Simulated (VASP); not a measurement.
# CoPdO2 (R-3m) in VASP: settings compared

The runs below take CoPdO2 through single point, relaxation of shape and atoms at fixed volume, with RPBE+D4+U, PBE+D3(BJ)+U.

Program: VASP 6.6.1. These are calculated values, not measurements. Logs are shortened: lines on timing, memory, paths and dates and some standing lists are left out, and cuts for length are marked.

## (1) The cell of the first run

It takes space group R-3m (No. 166, trigonal). The conventional cell has a = 2.885 Å, b = 2.885 Å, c = 17.938 Å, α = 90.00°, β = 90.00°, γ = 120.00°. Within 2.6 Å of Co (site symmetry -3m) lie 6 O at 1.93 Å. Pd (site symmetry -3m) has 2 O at 2.01 Å within 2.7 Å. Within 2.6 Å of O (site symmetry 3m) lie 3 Co at 1.93 Å and 1 Pd at 2.01 Å and 3 O at 2.57 Å.

## (2) Single point, RPBE+D4+U, collinear spin, zero start (10.77 Å³/atom)

Input file INCAR:

```
SYSTEM = CoPdO2
ALGO = Normal
EDIFF = 1E-7
ENCUT = 520
GGA = RP
ISIF = 2
ISMEAR = 0
ISPIN = 2
IVDW = 13
LASPH = .True.
LCHARG = .False.
LDAU = .True.
LDAUJ = 0 0 0
LDAUL = 2 -1 -1
LDAUPRINT = 1
LDAUTYPE = 2
LDAUU = 3.3 0 0
LMAXMIX = 4
LORBIT = 11
LREAL = .False.
LWAVE = .False.
MAGMOM = 0 0 0 0
NBANDS = 28
NELM = 150
PREC = Accurate
SIGMA = 0.05
```

Input file KPOINTS:

```
k-points
0
Gamma
  10 10 10
  0 0 0
```

Input file POSCAR:

```
CoPdO2
1.0
    1.4423839158      0.8327607421      5.9792196683
   -1.4423839158      0.8327607421      5.9792196683
    0.0000000000     -1.6655214842      5.9792196683
Co Pd O
1 1 2
Direct
    0.5000000000      0.5000000000      0.5000000000
    0.0000000000      0.0000000000      0.0000000000
    0.1122651814      0.1122651814      0.1122651814
    0.8877348186      0.8877348186      0.8877348186
```

Potentials or basis: VASP PAW PBE potentials, release 64 (Co, Pd, O).

On the command line:

```
> cat potpaw_PBE.64/Co/POTCAR potpaw_PBE.64/Pd/POTCAR potpaw_PBE.64/O/POTCAR > POTCAR
> mpirun -np 1 vasp_std > vasp.out
```

OUTCAR:

```text
SYSTEM = CoPdO2
   EDIFF = 1E-7
   ENCUT = 520
   GGA = RP
   ISIF = 2
   ISMEAR = 0
   ISPIN = 2
   IVDW = 13
   LASPH = .True.
   LORBIT = 11
   LREAL = .False.
   NELM = 150
   PREC = Accurate

 ion  position               nearest neighbor table
   1  0.500  0.500  0.500-   3 1.93   3 1.93   4 1.93   4 1.93   3 1.93   4 1.93
   2  0.000  0.000  0.000-   3 2.01   4 2.01
   3  0.112  0.112  0.112-   1 1.93   1 1.93   1 1.93   2 2.01
   4  0.888  0.888  0.888-   1 1.93   1 1.93   1 1.93   2 2.01

  LATTYP: Found a trigonal (rhomboedric) cell.
 ALAT       =     6.2068534424
 COS(alpha) =     0.8919937828

  Lattice vectors:

 A1 = (   1.4423839158,   0.8327607421,   5.9792196683)
 A2 = (  -1.4423839158,   0.8327607421,   5.9792196683)
 A3 = (   0.0000000000,  -1.6655214842,   5.9792196683)

Analysis of symmetry for initial positions (statically):
=====================================================================
 Subroutine PRICEL returns:
 Original cell was already a primitive cell.

 Routine SETGRP: Setting up the symmetry group for a
 trigonal (rhombohedral) supercell.

 Subroutine GETGRP returns: Found 12 space group operations
 (whereof 12 operations were pure point group operations)
 out of a pool of 12 trial point group operations.

The static configuration has the point symmetry D_3d.

Analysis of symmetry for dynamics (positions and initial velocities):
=====================================================================
 Subroutine PRICEL returns:
 Original cell was already a primitive cell.

 Routine SETGRP: Setting up the symmetry group for a
 trigonal (rhombohedral) supercell.

 Subroutine GETGRP returns: Found 12 space group operations
 (whereof 12 operations were pure point group operations)
 out of a pool of 12 trial point group operations.

The dynamic configuration has the point symmetry D_3d.

Analysis of structural, dynamic, and magnetic symmetry:
=====================================================================
 Subroutine PRICEL returns:
 Original cell was already a primitive cell.

 Routine SETGRP: Setting up the symmetry group for a
 trigonal (rhombohedral) supercell.

 Subroutine GETGRP returns: Found 12 space group operations
 (whereof 12 operations were pure point group operations)
 out of a pool of 12 trial point group operations.

The overall configuration has the point symmetry D_3d.

 Subroutine INISYM returns: Found 12 space group operations
 (whereof 12 operations are pure point group operations),
 and found     1 'primitive' translations

----------------------------------------------------------------------------------------

                                     Primitive cell

  volume of cell :      43.0920

  direct lattice vectors                    reciprocal lattice vectors
     1.442383916  0.832760742  5.979219668     0.346648347  0.200137516  0.055748635
    -1.442383916  0.832760742  5.979219668    -0.346648347  0.200137516  0.055748635
     0.000000000 -1.665521484  5.979219668     0.000000000 -0.400275033  0.055748635

  length of vectors
     6.206853442  6.206853442  6.206853442     0.404138605  0.404138605  0.404138605

  position of ions in fractional coordinates (direct lattice)
     0.500000000  0.500000000  0.500000000
     0.000000000  0.000000000  0.000000000
     0.112265181  0.112265181  0.112265181
     0.887734819  0.887734819  0.887734819

  ion indices of the primitive-cell ions
   primitive index   ion index
                 1           1
                 2           2
                 3           3
                 4           4

----------------------------------------------------------------------------------------

 KPOINTS: k-points
[... 81 lines left out ...]
   EMIN   =  10.00;   EMAX   =-10.00  energy-range for DOS
   EFERMI =   0.00;   METHOD = LEGACY
   ISMEAR =     0;   SIGMA  =   0.05  broadening in eV -4-tet -1-fermi 0-gaus
   EFERMI_NEDOS =   21; number of points for ismear=-14 and -15
   IALGO  =     38    algorithm
   IMIX   =      4    mixing-type and parameters
     AMIX     =   0.40;   BMIX     =  1.00
     AMIX_MAG =   1.60;   BMIX_MAG =  1.00
  volume/ion in A,a.u.               =      10.77        72.70
  Fermi-wavevector in a.u.,A,eV,Ry     =   1.466886  2.772013 29.276408  2.151755
  Thomas-Fermi vector in A             =   2.582570
   LORBIT       =     11    0 simple, 1 ext, 2 COOP (PROOUT), +10 PAW based schemes
 LDA+U is selected, type is set to LDAUTYPE =  2
   angular momentum for each species LDAUL =     2   -1   -1
   U (eV)           for each species LDAUU =   3.3  0.0  0.0
   J (eV)           for each species LDAUJ =   0.0  0.0  0.0
   GGA     = RP    functional components
   LHFCALC =     F    Hartree Fock is set to
   AEXX    =    0.0000 exact exchange contribution
   IVDW    =    13    specifies the selected vdW correction
   LEPSILON=     F    determine dielectric tensor
   LRPA    =     F    only Hartree local field effects (RPA)
 spin polarized calculation
 Gauss-broadening in eV      SIGMA  =   0.05
  energy-cutoff  :      520.00
  volume of cell :       43.09
 maximum number of plane-waves:      1189
 NGX is ok and might be reduce to    48
   NGX = 23   NGY = 23   NGZ = 23

 number of electron      30.9999997 magnetization      -0.0000092

atom =   1  type =  1  l = 2

 onsite density matrix

spin component  1

  0.7688 -0.0000 -0.0000  0.2738  0.0000
 -0.0000  0.5803  0.0000 -0.0000  0.2738
 -0.0000  0.0000  0.9667 -0.0000  0.0000
  0.2738 -0.0000 -0.0000  0.5803 -0.0000
  0.0000  0.2738  0.0000 -0.0000  0.7688

spin component  2

  0.7688 -0.0000 -0.0000  0.2738  0.0000
 -0.0000  0.5803  0.0000 -0.0000  0.2738
 -0.0000  0.0000  0.9667 -0.0000  0.0000
  0.2738 -0.0000 -0.0000  0.5803 -0.0000
  0.0000  0.2738  0.0000 -0.0000  0.7688

 occupancies and eigenvectors

  o =  0.3850  v =  0.5807  0.0000  0.0000 -0.8141 -0.0000  0.0000  0.0000  0.0000  0.0000  0.0000      0.0000  0.0000  0.0000  0.0000  0.0000  0.0000  0.0000  0.0000  0.0000  0.0000
  o =  0.3850  v =  0.0000 -0.8141 -0.0000 -0.0000  0.5807  0.0000  0.0000  0.0000  0.0000  0.0000      0.0000  0.0000  0.0000  0.0000  0.0000  0.0000  0.0000  0.0000  0.0000  0.0000
  o =  0.3850  v =  0.0000  0.0000  0.0000  0.0000  0.0000  0.5807  0.0000  0.0000 -0.8141 -0.0000      0.0000  0.0000  0.0000  0.0000  0.0000  0.0000  0.0000  0.0000  0.0000  0.0000
  o =  0.3850  v =  0.0000  0.0000  0.0000  0.0000  0.0000  0.0000 -0.8141 -0.0000 -0.0000  0.5807      0.0000  0.0000  0.0000  0.0000  0.0000  0.0000  0.0000  0.0000  0.0000  0.0000
  o =  0.9641  v = -0.8141  0.0000  0.0000 -0.5807 -0.0000  0.0000  0.0000  0.0000  0.0000  0.0000      0.0000  0.0000  0.0000  0.0000  0.0000  0.0000  0.0000  0.0000  0.0000  0.0000
  o =  0.9641  v =  0.0000 -0.5807  0.0000 -0.0000 -0.8141  0.0000  0.0000  0.0000  0.0000  0.0000      0.0000  0.0000  0.0000  0.0000  0.0000  0.0000  0.0000  0.0000  0.0000  0.0000
  o =  0.9641  v =  0.0000  0.0000  0.0000  0.0000  0.0000 -0.8141  0.0000  0.0000 -0.5807 -0.0000      0.0000  0.0000  0.0000  0.0000  0.0000  0.0000  0.0000  0.0000  0.0000  0.0000
  o =  0.9641  v =  0.0000  0.0000  0.0000  0.0000  0.0000  0.0000 -0.5807  0.0000 -0.0000 -0.8141      0.0000  0.0000  0.0000  0.0000  0.0000  0.0000  0.0000  0.0000  0.0000  0.0000
  o =  0.9667  v =  0.0000 -0.0000 -1.0000 -0.0000 -0.0000  0.0000  0.0000  0.0000  0.0000  0.0000      0.0000  0.0000  0.0000  0.0000  0.0000  0.0000  0.0000  0.0000  0.0000  0.0000
  o =  0.9667  v =  0.0000  0.0000  0.0000  0.0000  0.0000  0.0000 -0.0000 -1.0000 -0.0000 -0.0000      0.0000  0.0000  0.0000  0.0000  0.0000  0.0000  0.0000  0.0000  0.0000  0.0000

 number of electron      30.9999997 magnetization       0.0000012

 Free energy of the ion-electron system (eV)
  ---------------------------------------------------
  ext. energy  EPLUGINS =         0.00000000
  ---------------------------------------------------
  free energy    TOTEN  =       -21.54160627 eV

  energy without entropy =      -21.53852977  energy(sigma->0) =      -21.54006802

 E-fermi :   7.2129     XC(G=0): -11.9927

 val. band max:        7.1902315589   @ k =   0.5000   0.4000   0.1000
 cond. band min:       7.2130243762   @ k =  -0.2000   0.2000   0.2000
 fundamental gap:      0.0227928173
 Fermi energy:         7.2128641837

 spin component 1

 k-point     1 :       0.0000    0.0000    0.0000
  band No.  band energies     occupation
      1     -13.2198      1.00000
      2     -11.4923      1.00000
      3      -0.9688      1.00000
      4       1.6208      1.00000
      5       1.6208      1.00000
      6       2.4570      1.00000
[... 1433 lines left out ...]
     26      23.4051      0.00000
     27      25.1822      0.00000

 [... further k-points ...]

 [bands above 27 left out]

------------------------ aborting loop because EDIFF is reached ----------------------------------------

  DFT-D4 for vdW energy calculation

  Edisp (eV):   -2.52089

  FORCE on cell =-STRESS in cart. coord.  units (eV):
  Direction    XX          YY          ZZ          XY          YZ          ZX
  --------------------------------------------------------------------------------------
  -------------------------------------------------------------------------------------
  Total      -2.30155    -2.30155    -1.95592     0.00000     0.00000     0.00000
  in kB     -85.57240   -85.57240   -72.72187     0.00000     0.00000     0.00000
  external pressure =      -81.29 kB  Pullay stress =        0.00 kB

 VOLUME and BASIS-vectors are now :
 -----------------------------------------------------------------------------
  energy-cutoff  :      520.00
  volume of cell :       43.09
      direct lattice vectors                 reciprocal lattice vectors
     1.442383916  0.832760742  5.979219668     0.346648347  0.200137516  0.055748635
    -1.442383916  0.832760742  5.979219668    -0.346648347  0.200137516  0.055748635
     0.000000000 -1.665521484  5.979219668     0.000000000 -0.400275033  0.055748635

 POSITION                                       TOTAL-FORCE (eV/Angst)
 -----------------------------------------------------------------------------------
      0.00000      0.00000      8.96883         0.000000      0.000000      0.000000
      0.00000      0.00000      0.00000         0.000000      0.000000     -0.000000
      0.00000      0.00000      2.01377         0.000000      0.000000      0.089875
      0.00000      0.00000     15.92388         0.000000     -0.000000     -0.089875
 -----------------------------------------------------------------------------------
    total drift:                               -0.000000     -0.000000      0.000000

  FREE ENERGIE OF THE ION-ELECTRON SYSTEM (eV)
  ---------------------------------------------------
  free  energy   TOTEN  =       -24.0624959813 eV

  energy  without entropy=      -24.0594194766  energy(sigma->0) =      -24.06095773

 total charge

# of ion       s       p       d       tot
------------------------------------------
    1        0.409   0.609   7.296   8.314
    2        0.462   0.433   8.437   9.332
    3        1.562   3.442   0.000   5.004
    4        1.562   3.442   0.000   5.004
--------------------------------------------------
tot          3.995   7.926  15.733  27.654

 magnetization (x)

# of ion       s       p       d       tot
------------------------------------------
    1       -0.000  -0.000  -0.000  -0.000
    2        0.000   0.000   0.000   0.000
    3        0.000   0.000   0.000   0.000
    4        0.000   0.000   0.000   0.000
--------------------------------------------------
tot          0.000   0.000   0.000   0.000
```

It took 9.6 min on 1 thread of Intel Xeon 6975P-C (Granite Rapids), shared host; peak memory 0.57 GiB.

Results:

```yaml
Free_energy: -24.0625 eV
Pressure: -8.1 GPa
Largest_force: 0.090 eV/Å
Net_moment: 0.00 μB per cell
Valence_electrons_inside_the_program's_atomic_spheres: Co 8.31; Pd 9.33; O 5.00
Dispersion_energy_per_atom: -0.630 eV
```

Forces in eV/Å, atoms in the order of the input:
```
Co   0.000  0.000  0.000
Pd   0.000  0.000  0.000
O    0.000  0.000  0.090
O    0.000  0.000 -0.090
```

Levels at points of the mesh, in eV from the Fermi level:
Spin up:
| k point | band 14 | band 15 | band 16 | band 17 | band 18 | band 19 |
| --- | --- | --- | --- | --- | --- | --- |
| (0.00, 0.00, 0.00) | -2.06 | -1.42 | -1.42 | 2.29 | 2.29 | 2.94 |
| (0.50, 0.00, 0.00) | -1.21 | -0.37 | 0.83 | 1.58 | 1.96 | 3.64 |
| (0.50, 0.50, 0.00) | -1.64 | -0.37 | 0.31 | 2.15 | 2.24 | 3.68 |
| (0.50, 0.50, 0.50) | -1.57 | -0.65 | -0.65 | 2.03 | 2.03 | 4.22 |
Spin down:
| k point | band 13 | band 14 | band 15 | band 16 | band 17 | band 18 | band 19 | band 20 |
| --- | --- | --- | --- | --- | --- | --- | --- | --- |
| (0.00, 0.00, 0.00) | -2.35 | -2.06 | -1.42 | -1.42 | 2.29 | 2.29 | 2.94 | 6.65 |
| (0.50, 0.00, 0.00) | -1.91 | -1.21 | -0.37 | 0.83 | 1.58 | 1.96 | 3.64 | 8.24 |
| (0.50, 0.50, 0.00) | -1.71 | -1.64 | -0.37 | 0.31 | 2.15 | 2.24 | 3.68 | 8.93 |
| (0.50, 0.50, 0.50) | -2.38 | -1.57 | -0.65 | -0.65 | 2.03 | 2.03 | 4.22 | 5.41 |

Eigenvalues of the final occupation matrices:
```
    site  spin  trace               eigenvalues
site 1 d     1   3.66  0.38 0.38 0.96 0.96 0.97
site 1 d     2   3.66  0.38 0.38 0.96 0.96 0.97
```

Caveat: the cell stands under tension; the PAW data sets were made with another functional, which shifts forces and pressure a little.

(Part 1 of 3 ends here.)
